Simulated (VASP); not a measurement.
**Ti3Se: single point with LDA**

Ti3Se:

```
Se Ti
1.0
     3.21862    0.00000    0.00000
    -1.60931    2.78741    0.00000
     0.00000    0.00000    7.99535
Se Ti
1 3
Direct
  0.00000 0.00000 0.00000
  0.66667 0.33333 0.50000
  0.33333 0.66667 0.77290
  0.33333 0.66667 0.22710
```

- Program: VASP 6.6.1
- Task: single point
- Functional: LDA
- Potentials or basis: VASP PAW LDA potentials, release 64 (Se, Ti_sv)
- Cutoff: 520 eV
- k mesh: 10 × 10 × 4
- Occupations: fermi-dirac, width 0.05 eV
- Spin: no spin polarisation

The pressure is -9.6 GPa. The largest force is 0.141 eV/Å and the band gap on the k mesh is zero (band 21 reaches 8.04 eV, above the bottom of band 22 at 7.52 eV).

Forces on the atoms (eV/Å):
```
Se   0.000  0.000  0.000
Ti   0.000  0.000  0.000
Ti   0.000  0.000  0.141
Ti   0.000  0.000 -0.141
```

Stress tensor (GPa, compression positive):
```
 -9.03   0.00   0.00
  0.00  -9.03   0.00
  0.00   0.00 -10.83
```

Levels at points of the mesh, in eV from the Fermi level:
| k point | band 18 | band 19 | band 20 | band 21 | band 22 | band 23 | band 24 | band 25 |
| --- | --- | --- | --- | --- | --- | --- | --- | --- |
| (0.00, 0.00, 0.00) | -1.31 | -0.12 | 0.15 | 0.15 | 0.29 | 0.29 | 0.92 | 1.04 |
| (0.50, 0.00, 0.00) | -1.73 | -1.51 | -0.60 | -0.41 | 0.18 | 0.80 | 0.82 | 2.23 |
| (0.00, 0.00, 0.50) | -1.38 | -0.60 | 0.37 | 0.37 | 0.57 | 0.59 | 0.59 | 0.97 |
| (0.50, 0.00, 0.50) | -1.50 | -1.44 | -0.85 | -0.82 | 0.58 | 0.82 | 0.96 | 1.20 |

Run time: 31 s on 1 thread of Intel(R) Xeon(R) 6975P-C (Granite Rapids) (shared host), peak memory 0.2 GiB.
